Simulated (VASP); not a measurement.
# Pt (P6_3/mmc) in VASP: single point with PBE

Aim: the single point of Pt with PBE.

Everything below comes from runs of VASP 6.6.1. Logs are shortened: lines on timing, memory, paths and dates and some standing lists are left out, and cuts for length are marked.

**1. The cell of the first run**

It takes space group P6_3/mmc (No. 194, hexagonal). Conventional cell: a = 2.669 Å, b = 2.669 Å, c = 4.223 Å, α = 90.00°, β = 90.00°, γ = 120.00°. Pt (site symmetry -6m2) has 12 Pt at 2.61 to 2.67 Å within 3.4 Å.

This isn't the form of Pt at room conditions, which is fcc.

**2. Single point, PBE (Hf replaced by Pt, lengths x 0.866, strained)**

Input file INCAR:

```
SYSTEM = Pt
PREC = Accurate ; ENCUT = 520
EDIFF = 1E-6 ; ISMEAR = 0
SIGMA = 0.1 ; LREAL = .FALSE.
LASPH = .TRUE. ; NELM = 60
ALGO = Fast ; ISIF = 2
LWAVE = .FALSE. ; LCHARG = .TRUE.
GGA = PE ; LELF = .TRUE.
LVHAR = .TRUE. ; NBANDS = 17
```

Input file KPOINTS:

```
Automatic mesh
0
G
  18 18 10
  0 0 0
```

Input file POSCAR:

```
Pt
1.0
    2.6688964899      0.0000000000      0.0000000000
   -1.3344482449      2.3113321603      0.0000000000
    0.0000000000      0.0000000000      4.2227143299
Pt
2
Direct
    0.3333333333      0.6666666667      0.2500000000
    0.6666666667      0.3333333333      0.7500000000
```

Potentials or basis: VASP PAW PBE potentials, release 64 (Pt).

Run with:

```
$ cat potpaw_PBE.64/Pt/POTCAR > POTCAR
$ mpirun -np 1 vasp_std > vasp.out
```

OUTCAR:

```text
SYSTEM = Pt
   PREC = Accurate
   ENCUT = 520
   EDIFF = 1E-6
   ISMEAR = 0
   LREAL = .FALSE.
   LASPH = .TRUE.
   NELM = 60
   ISIF = 2
   GGA = PE

 ion  position               nearest neighbor table
   1  0.333  0.667  0.250-   2 2.61   2 2.61   2 2.61   2 2.61   2 2.61   2 2.61
   2  0.667  0.333  0.750-   1 2.61   1 2.61   1 2.61   1 2.61   1 2.61   1 2.61

  LATTYP: Found a hexagonal cell.
 ALAT       =     2.6688964899
 C/A-ratio  =     1.5821948681

  Lattice vectors:

 A1 = (   2.6688964899,   0.0000000000,   0.0000000000)
 A2 = (  -1.3344482449,   2.3113321603,   0.0000000000)
 A3 = (   0.0000000000,   0.0000000000,   4.2227143299)

Analysis of symmetry for initial positions (statically):
=====================================================================
 Subroutine PRICEL returns:
 Original cell was already a primitive cell.

 Routine SETGRP: Setting up the symmetry group for a
 hexagonal supercell.

 Subroutine GETGRP returns: Found 24 space group operations
 (whereof 12 operations were pure point group operations)
 out of a pool of 24 trial point group operations.

The static configuration has the point symmetry D_3d.
 The point group associated with its full space group is D_6h.

Analysis of symmetry for dynamics (positions and initial velocities):
=====================================================================
 Subroutine PRICEL returns:
 Original cell was already a primitive cell.

 Routine SETGRP: Setting up the symmetry group for a
 hexagonal supercell.

 Subroutine GETGRP returns: Found 24 space group operations
 (whereof 12 operations were pure point group operations)
 out of a pool of 24 trial point group operations.

The dynamic configuration has the point symmetry D_3d.
 The point group associated with its full space group is D_6h.

 Subroutine INISYM returns: Found 24 space group operations
 (whereof 12 operations are pure point group operations),
 and found     1 'primitive' translations

----------------------------------------------------------------------------------------

                                     Primitive cell

  volume of cell :      26.0487

  direct lattice vectors                    reciprocal lattice vectors
     2.668896490  0.000000000  0.000000000     0.374686693  0.216325463  0.000000000
    -1.334448245  2.311332160  0.000000000     0.000000000  0.432650926  0.000000000
     0.000000000  0.000000000  4.222714330     0.000000000  0.000000000  0.236814504

[... 83 lines left out ...]
   EDIFF  = 0.1E-05   stopping-criterion for ELM
   LREAL  =      F    real-space projection
   EDIFFG = 0.1E-04   stopping-criterion for IOM
   NSW    =      0    number of steps for IOM
   IBRION =     -1    ionic relax: 0-MD 1-quasi-New 2-CG
   NFREE  =      0    steps in history (QN), initial steepest desc. (CG)
   ISIF   =      2    stress and relaxation
   ISYM   =      2    0-nonsym 1-usesym 2-fastsym
   POTIM  = 0.5000    time-step for ionic-motion
   TEBEG  =    0.0;   TEEND  =   0.0 temperature during run
   PSTRESS=    0.0 pullay stress
   NELECT =      20.0000    total number of electrons
   NUPDOWN=      -1.0000    fix difference up-down
   EMIN   =  10.00;   EMAX   =-10.00  energy-range for DOS
   EFERMI =   0.00;   METHOD = LEGACY
   ISMEAR =     0;   SIGMA  =   0.10  broadening in eV -4-tet -1-fermi 0-gaus
   EFERMI_NEDOS =   21; number of points for ismear=-14 and -15
   IALGO  =     68    algorithm
   IMIX   =      4    mixing-type and parameters
     AMIX     =   0.40;   BMIX     =  1.00
     AMIX_MAG =   1.60;   BMIX_MAG =  1.00
  volume/ion in A,a.u.               =      13.02        87.89
  Fermi-wavevector in a.u.,A,eV,Ry     =   1.499073  2.832838 30.575299  2.247221
  Thomas-Fermi vector in A             =   2.610750
   LORBIT       =      0    0 simple, 1 ext, 2 COOP (PROOUT), +10 PAW based schemes
   GGA     = PE    functional components
   LHFCALC =     F    Hartree Fock is set to
   AEXX    =    0.0000 exact exchange contribution
   IVDW    =     0    specifies the selected vdW correction
   LEPSILON=     F    determine dielectric tensor
   LRPA    =     F    only Hartree local field effects (RPA)
 non-spin polarized calculation
 RMM-DIIS sequential band-by-band and
 Gauss-broadening in eV      SIGMA  =   0.10
  energy-cutoff  :      520.00
  volume of cell :       26.05
 maximum number of plane-waves:       732
 NGX is ok and might be reduce to    20
   NGX =  9   NGY =  9   NGZ = 15

 number of electron      20.0000005 magnetization

 Free energy of the ion-electron system (eV)
  ---------------------------------------------------
  ext. energy  EPLUGINS =         0.00000000
  ---------------------------------------------------
  free energy    TOTEN  =       -10.93890815 eV

  energy without entropy =      -10.92157998  energy(sigma->0) =      -10.93024407

 E-fermi :  14.3448     XC(G=0): -14.3823

 val. band max:       14.3419879912   @ k =   0.2778   0.2222   0.1000
 cond. band min:      14.3452822914   @ k =   0.4444  -0.0000   0.5000
 fundamental gap:      0.0032943002
 Fermi energy:        14.3448468497

 k-point     1 :       0.0000    0.0000    0.0000
  band No.  band energies     occupation
      1       2.3504      2.00000
      2       5.3745      2.00000
      3       9.6730      2.00000
      4       9.6730      2.00000
      5       9.8391      2.00000
      6      10.4062      2.00000
[... 457 lines left out ...]
      4       9.1538      2.00000
      5       9.5997      2.00000
      6      10.1365      2.00000
[... 9 lines left out ...]
     16      28.0453      0.00000
     17      28.6615      0.00000

 [... further k-points ...]

------------------------ aborting loop because EDIFF is reached ----------------------------------------

  FORCE on cell =-STRESS in cart. coord.  units (eV):
  Direction    XX          YY          ZZ          XY          YZ          ZX
  --------------------------------------------------------------------------------------
  -------------------------------------------------------------------------------------
  Total       11.3180384     11.3180384     14.8554545      0.0000000     -0.0000000      0.0000000
  in kB      696.1389759    696.1389759    913.7149489      0.0000000     -0.0000000      0.0000000
  external PRESSURE =     768.6643002 kB  Pullay stress =       0.0000000 kB

 VOLUME and BASIS-vectors are now :
 -----------------------------------------------------------------------------
  energy-cutoff  :      520.00
  volume of cell :       26.05
      direct lattice vectors                 reciprocal lattice vectors
     2.668896490  0.000000000  0.000000000     0.374686693  0.216325463  0.000000000
    -1.334448245  2.311332160  0.000000000     0.000000000  0.432650926  0.000000000
     0.000000000  0.000000000  4.222714330     0.000000000  0.000000000  0.236814504

 POSITION                                       TOTAL-FORCE (eV/Angst)
 -----------------------------------------------------------------------------------
     -0.00000      1.54089      1.05568        -0.000000     -0.000000      0.000000
      1.33445      0.77044      3.16704         0.000000      0.000000      0.000000
 -----------------------------------------------------------------------------------
    total drift:                               -0.000000      0.000000     -0.000000

  FREE ENERGIE OF THE ION-ELECTRON SYSTEM (eV)
  ---------------------------------------------------
  free  energy   TOTEN  =       -10.9389081466 eV

  energy  without entropy=      -10.9215799842  energy(sigma->0) =      -10.93024407
```

Run time: 28 s. Hardware: 1 thread of Intel Xeon 6975P-C (Granite Rapids), shared host; peak memory 0.2 GiB.

Results:

```
Free energy            : -10.9389 eV
Pressure               : 76.9 GPa
Band gap on the k mesh : zero (bands 10 and 11 overlap by 1.59 eV)
```

Caveat: the cell differs from its parent crystal (Hf replaced by Pt, lengths x 0.866, strained); the cell stands under pressure; spin-orbit coupling is left out, which moves the levels of the heavy elements.
